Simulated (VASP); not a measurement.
# Bi2Ru (P6/mmm) in VASP: single point with PBE

Aim: the single point of Bi2Ru with PBE.

All numbers are computed with VASP 6.6.1; they aren't measurements. Logs are shortened: lines on timing, memory, paths and dates and some standing lists are left out, and cuts for length are marked.

## 1. The cell of the first run

Symmetry: P6/mmm, No. 191, hexagonal system. The conventional cell has a = 5.227 Å, b = 5.227 Å, c = 3.154 Å, α = 90.00°, β = 90.00°, γ = 120.00°. Within 4.0 Å of Bi (site symmetry -6m2) lie 5 Bi at 3.02 to 3.15 Å and 6 Ru at 3.41 Å. Within 4.2 Å of Ru (site symmetry 6/mmm) lie 2 Ru at 3.15 Å and 12 Bi at 3.41 Å.

## 2. Single point, PBE

Input file INCAR:

```
SYSTEM = Bi2Ru
ALGO = Fast
EDIFF = 1E-6
ENCUT = 520
GGA = PE
ISIF = 2
ISMEAR = 0
LASPH = .TRUE.
LCHARG = .FALSE.
LREAL = .FALSE.
LWAVE = .FALSE.
NBANDS = 53
NELM = 60
PREC = Accurate
SIGMA = 0.1
```

Input file KPOINTS:

```
k-points
0
G
  8 6 4
  0 0 0
```

Input file POSCAR:

```
Bi2Ru
1.0
    0.0000000000      0.0000000000     -3.1539112015
    2.6136273500     -4.5269353623      0.0000000000
   -7.8408820501     -4.5269353623      0.0000000000
Bi Ru
4 2
Direct
    0.5000000000      0.5000000000      0.8333333333
    0.5000000000      0.0000000000      0.3333333333
    0.5000000000      0.0000000000      0.6666666667
    0.5000000000      0.5000000000      0.1666666667
    1.0000000000      0.5000000000      0.5000000000
    1.0000000000      1.0000000000      0.0000000000
```

Potentials or basis: VASP PAW PBE potentials, release 64 (Bi_d, Ru_pv).

Started as:

```
$ cat potpaw_PBE.64/Bi_d/POTCAR potpaw_PBE.64/Ru_pv/POTCAR > POTCAR
$ mpirun -np 1 vasp_std > vasp.out
```

OUTCAR:

```text
SYSTEM = Bi2Ru
   EDIFF = 1E-6
   ENCUT = 520
   GGA = PE
   ISIF = 2
   ISMEAR = 0
   LASPH = .TRUE.
   LREAL = .FALSE.
   NELM = 60
   PREC = Accurate

 ion  position               nearest neighbor table
   1  0.500  0.500  0.833-   3 3.02   3 3.02   4 3.02   5 3.41   5 3.41   6 3.41   6 3.41   6 3.41
                             6 3.41
   2  0.500  0.000  0.333-   4 3.02   4 3.02   3 3.02   6 3.41   6 3.41   5 3.41   5 3.41   5 3.41
                             5 3.41
   3  0.500  0.000  0.667-   1 3.02   1 3.02   2 3.02   6 3.41   6 3.41   5 3.41   5 3.41   5 3.41
                             5 3.41
   4  0.500  0.500  0.167-   2 3.02   2 3.02   1 3.02   5 3.41   5 3.41   6 3.41   6 3.41   6 3.41
                             6 3.41
   5  0.000  0.500  0.500-   1 3.41   4 3.41   1 3.41   4 3.41   2 3.41   2 3.41   3 3.41   3 3.41
                             3 3.41   2 3.41   2 3.41   3 3.41
   6  0.000  0.000  0.000-   2 3.41   3 3.41   2 3.41   3 3.41   1 3.41   1 3.41   4 3.41   4 3.41
                             1 3.41   4 3.41   1 3.41   4 3.41

  LATTYP: Found a simple orthorhombic cell.
 ALAT       =     3.1539112015
 B/A-ratio  =     1.6573880386
 C/A-ratio  =     2.8706802907

  Lattice vectors:

 A1 = (   0.0000000000,   0.0000000000,  -3.1539112015)
 A2 = (   2.6136273500,  -4.5269353623,   0.0000000000)
 A3 = (  -7.8408820501,  -4.5269353623,   0.0000000000)

Analysis of symmetry for initial positions (statically):
=====================================================================
 Subroutine PRICEL returns following result:

  LATTYP: Found a hexagonal cell.
 ALAT       =     5.2272547000
 C/A-ratio  =     0.6033590063

  Lattice vectors:

 A1 = (  -2.6136273500,   4.5269353623,   0.0000000000)
 A2 = (   5.2272547001,   0.0000000000,   0.0000000000)
 A3 = (   0.0000000000,   0.0000000000,  -3.1539112015)

   2 primitive cells build up your supercell.

 Routine SETGRP: Setting up the symmetry group for a
 simple orthorhombic supercell.

 Subroutine GETGRP returns: Found  8 space group operations
 (whereof  8 operations were pure point group operations)
 out of a pool of  8 trial point group operations.

The static configuration has the point symmetry D_2h.

Analysis of symmetry for dynamics (positions and initial velocities):
=====================================================================
 Subroutine PRICEL returns following result:

  LATTYP: Found a hexagonal cell.
 ALAT       =     5.2272547000
 C/A-ratio  =     0.6033590063

  Lattice vectors:

 A1 = (  -2.6136273500,   4.5269353623,   0.0000000000)
 A2 = (   5.2272547001,   0.0000000000,   0.0000000000)
 A3 = (   0.0000000000,   0.0000000000,  -3.1539112015)

   2 primitive cells build up your supercell.

 Routine SETGRP: Setting up the symmetry group for a
 simple orthorhombic supercell.

 Subroutine GETGRP returns: Found  8 space group operations
 (whereof  8 operations were pure point group operations)
 out of a pool of  8 trial point group operations.

The dynamic configuration has the point symmetry D_2h.

 Subroutine INISYM returns: Found  8 space group operations
 (whereof  8 operations are pure point group operations),
 and found     2 'primitive' translations

----------------------------------------------------------------------------------------

                                     Primitive cell

  volume of cell :      74.6324

  direct lattice vectors                    reciprocal lattice vectors
    -2.613627350  4.526935362  0.000000000     0.000000000  0.220899995  0.000000000
     5.227254700  0.000000000  0.000000000     0.191305008  0.110449998  0.000000000
     0.000000000  0.000000000 -3.153911202     0.000000000  0.000000000 -0.317066631

  length of vectors
     5.227254700  5.227254700  3.153911202     0.220899995  0.220899995  0.317066631

  position of ions in fractional coordinates (direct lattice)
     0.666666667  0.333333333  0.500000000
     0.333333333  0.666666667  0.500000000
     1.000000000  1.000000000  0.000000000

  ion indices of the primitive-cell ions
   primitive index   ion index
                 1           1
                 2           4
                 3           5

----------------------------------------------------------------------------------------

 KPOINTS: k-points

Automatic generation of k-mesh.
 Grid dimensions read from file:
 generate k-points for:    8    6    4

 Generating k-lattice:

  Cartesian coordinates                     Fractional coordinates (reciprocal lattice)
     0.000000000  0.000000000 -0.039633329     0.125000000  0.000000000  0.000000000
     0.015942084 -0.027612499  0.000000000     0.000000000  0.166666667  0.000000000
    -0.023913126 -0.013806250  0.000000000     0.000000000  0.000000000  0.250000000

  Length of vectors
     0.039633329  0.031884168  0.027612499

  Shift w.r.t. Gamma in fractional coordinates (k-lattice)
     0.000000000  0.000000000  0.000000000

 Subroutine IBZKPT returns following result:
 ===========================================

 Found     60 irreducible k-points:

 Following reciprocal coordinates:
            Coordinates               Weight
  0.000000  0.000000  0.000000      1.000000
  0.125000  0.000000  0.000000      2.000000
  0.250000  0.000000  0.000000      2.000000
  0.375000  0.000000  0.000000      2.000000
  0.500000  0.000000  0.000000      1.000000
  0.000000  0.166667  0.000000      2.000000
[... 16 lines left out ...]
  0.250000  0.000000  0.250000      4.000000
  0.375000  0.000000  0.250000      4.000000
 [... further k-points ...]
   k-points           NKPTS =     60   k-points in BZ     NKDIM =     60   number of bands    NBANDS=     53
   number of dos      NEDOS =    301   number of ions     NIONS =      6
   total plane-waves  NPLWV =  67200
   dimension x,y,z NGX =    24 NGY =   40 NGZ =   70
   dimension x,y,z NGXF=    48 NGYF=   80 NGZF=  140
   ions per type =               4   2
   NGX,Y,Z   is equivalent  to a cutoff of  12.65, 12.72, 12.85 a.u.
   NGXF,Y,Z  is equivalent  to a cutoff of  25.30, 25.44, 25.71 a.u.
 SYSTEM =  Bi2Ru
   PREC   = accura    normal or accurate (medium, high low for compatibility)
   ISTART =      0    job   : 0-new  1-cont  2-samecut
   ICHARG =      2    charge: 1-file 2-atom 10-const
   ISPIN  =      1    spin polarized calculation?
   LNONCOLLINEAR =      F non collinear calculations
   LSORBIT =      F    spin-orbit coupling
   LASPH  =      T    aspherical Exc in radial PAW
   ENCUT  =  520.0 eV  38.22 Ry    6.18 a.u.   5.86  9.72 16.83*2*pi/ulx,y,z
   NELM   =     60;   NELMIN=  2; NELMDL= -5     # of ELM steps
   EDIFF  = 0.1E-05   stopping-criterion for ELM
   LREAL  =      F    real-space projection
   EDIFFG = 0.1E-04   stopping-criterion for IOM
   NSW    =      0    number of steps for IOM
   IBRION =     -1    ionic relax: 0-MD 1-quasi-New 2-CG
   NFREE  =      0    steps in history (QN), initial steepest desc. (CG)
   ISIF   =      2    stress and relaxation
   ISYM   =      2    0-nonsym 1-usesym 2-fastsym
   POTIM  = 0.5000    time-step for ionic-motion
   TEBEG  =    0.0;   TEEND  =   0.0 temperature during run
   PSTRESS=    0.0 pullay stress
   NELECT =      88.0000    total number of electrons
   NUPDOWN=      -1.0000    fix difference up-down
   EMIN   =  10.00;   EMAX   =-10.00  energy-range for DOS
   EFERMI =   0.00;   METHOD = LEGACY
   ISMEAR =     0;   SIGMA  =   0.10  broadening in eV -4-tet -1-fermi 0-gaus
   EFERMI_NEDOS =   21; number of points for ismear=-14 and -15
   IALGO  =     68    algorithm
   IMIX   =      4    mixing-type and parameters
     AMIX     =   0.40;   BMIX     =  1.00
     AMIX_MAG =   1.60;   BMIX_MAG =  1.00
  volume/ion in A,a.u.               =      24.88       167.88
  Fermi-wavevector in a.u.,A,eV,Ry     =   1.372724  2.594072 25.638429  1.884371
  Thomas-Fermi vector in A             =   2.498305
   LORBIT       =      0    0 simple, 1 ext, 2 COOP (PROOUT), +10 PAW based schemes
   GGA     = PE    functional components
   LHFCALC =     F    Hartree Fock is set to
   AEXX    =    0.0000 exact exchange contribution
   IVDW    =     0    specifies the selected vdW correction
   LEPSILON=     F    determine dielectric tensor
   LRPA    =     F    only Hartree local field effects (RPA)
 non-spin polarized calculation
 RMM-DIIS sequential band-by-band and
 Gauss-broadening in eV      SIGMA  =   0.10
  energy-cutoff  :      520.00
  volume of cell :      149.26
 maximum number of plane-waves:      4045
 NGX is ok and might be reduce to    24
   NGX = 11   NGY = 19   NGZ = 33

 number of electron      87.9999991 magnetization

 Free energy of the ion-electron system (eV)
  ---------------------------------------------------
  ext. energy  EPLUGINS =         0.00000000
  ---------------------------------------------------
  free energy    TOTEN  =       -27.85949673 eV

  energy without entropy =      -27.78719841  energy(sigma->0) =      -27.82334757

 E-fermi :   8.8158     XC(G=0): -11.1400

 val. band max:        8.8153316179   @ k =   0.1250   0.0000   0.5000
 cond. band min:       8.8201115199   @ k =   0.0000   0.1667   0.5000
 fundamental gap:      0.0047799020
 Fermi energy:         8.8158097752

 k-point     1 :       0.0000    0.0000    0.0000
  band No.  band energies     occupation
      1     -32.8990      2.00000
      2     -32.8990      2.00000
      3     -32.8915      2.00000
      4     -32.8912      2.00000
      5     -32.8001      2.00000
      6     -32.8001      2.00000
[... 45 lines left out ...]
     52      13.6971      0.00000
     53      14.3995      0.00000

 k-point     2 :       0.1250    0.0000    0.0000
  band No.  band energies     occupation
      1     -32.8976      2.00000
      2     -32.8975      2.00000
      3     -32.8900      2.00000
      4     -32.8898      2.00000
      5     -32.8153      2.00000
      6     -32.8153      2.00000
[... 45 lines left out ...]
     52      12.9949      0.00000
     53      13.2493      0.00000
[... 1174 lines left out ...]
     52      12.1422      0.00000
     53      12.5763      0.00000

 k-point    24 :       0.3750    0.0000    0.2500
  band No.  band energies     occupation
      1     -32.8908      2.00000
      2     -32.8908      2.00000
      3     -32.8882      2.00000
      4     -32.8882      2.00000
      5     -32.8831      2.00000
      6     -32.8830      2.00000
[... 45 lines left out ...]
     52      12.5498      0.00000
     53      13.0660      0.00000

 [... further k-points ...]

------------------------ aborting loop because EDIFF is reached ----------------------------------------

  FORCE on cell =-STRESS in cart. coord.  units (eV):
  Direction    XX          YY          ZZ          XY          YZ          ZX
  --------------------------------------------------------------------------------------
  -------------------------------------------------------------------------------------
  Total        0.1105289      0.0812007      0.0550520      0.0253989      0.0000000      0.0000000
  in kB        1.1863939      0.8715916      0.5909163      0.2726267      0.0000000      0.0000000
  external PRESSURE =       0.8829673 kB  Pullay stress =       0.0000000 kB

 VOLUME and BASIS-vectors are now :
 -----------------------------------------------------------------------------
  energy-cutoff  :      520.00
  volume of cell :      149.26
      direct lattice vectors                 reciprocal lattice vectors
     0.000000000  0.000000000 -3.153911202     0.000000000  0.000000000 -0.317066631
     2.613627350 -4.526935362  0.000000000     0.095652504 -0.165674996  0.000000000
    -7.840882050 -4.526935362  0.000000000    -0.095652504 -0.055224999  0.000000000

 POSITION                                       TOTAL-FORCE (eV/Angst)
 -----------------------------------------------------------------------------------
     -5.22725     -6.03591     -1.57696         0.006909      0.003989     -0.000000
     -2.61363     -1.50898     -1.57696         0.006909      0.003989     -0.000000
     -5.22725     -3.01796     -1.57696        -0.006909     -0.003989      0.000000
     -0.00000     -3.01796     -1.57696        -0.006909     -0.003989      0.000000
     -2.61363     -4.52694      0.00000         0.000000      0.000000     -0.000000
      0.00000      0.00000      0.00000         0.000000      0.000000     -0.000000
 -----------------------------------------------------------------------------------
    total drift:                               -0.000000     -0.000000     -0.000000

  FREE ENERGIE OF THE ION-ELECTRON SYSTEM (eV)
  ---------------------------------------------------
  free  energy   TOTEN  =       -27.8594967316 eV

  energy  without entropy=      -27.7871984089  energy(sigma->0) =      -27.82334757
```

Run time: 6.9 min. Hardware: 1 thread of Intel Xeon Platinum 8488C (Sapphire Rapids), shared host; peak memory 0.48 GiB.

What came out:

- Free energy: -27.8595 eV
- Pressure: 0.1 GPa
- Largest force: 0.008 eV/Å
- Band gap on the k mesh: zero (bands 44 and 45 overlap by 1.15 eV)

Forces in eV/Å, atoms in the order of the input:
```
Bi   0.007  0.004  0.000
Bi   0.007  0.004  0.000
Bi  -0.007 -0.004  0.000
Bi  -0.007 -0.004  0.000
Ru   0.000  0.000  0.000
Ru   0.000  0.000  0.000
```

Levels at points of the mesh, in eV from the Fermi level:
```csv
k point,band 40,band 41,band 42,band 43,band 44,band 45,band 46,band 47,band 48,band 49
"(0.00, 0.00, 0.00)",-0.48,-0.16,0.01,0.01,0.02,0.60,0.61,0.98,1.47,3.18
"(0.50, 0.00, 0.00)",-1.36,-0.98,-0.97,-0.97,-0.69,-0.63,0.41,0.56,0.92,3.04
"(0.00, 0.50, 0.00)",-0.62,-0.12,-0.12,-0.02,-0.02,0.76,0.76,3.46,3.46,3.90
"(0.50, 0.50, 0.00)",-0.81,-0.67,-0.67,-0.45,-0.45,-0.10,-0.10,1.89,1.89,2.15
"(0.00, 0.00, 0.50)",-1.22,-0.09,-0.09,0.01,0.01,0.80,0.80,2.04,2.04,3.73
"(0.50, 0.00, 0.50)",-0.84,-0.36,-0.36,-0.16,-0.16,0.20,0.20,0.44,0.44,1.96
"(0.00, 0.50, 0.50)",-0.48,-0.17,-0.17,0.02,0.02,1.47,1.47,3.69,3.69,4.35
"(0.50, 0.50, 0.50)",-0.99,-0.69,-0.69,-0.63,-0.63,0.41,0.41,0.56,0.56,3.04
```

Caveat: spin-orbit coupling is left out, which moves the levels of the heavy elements.
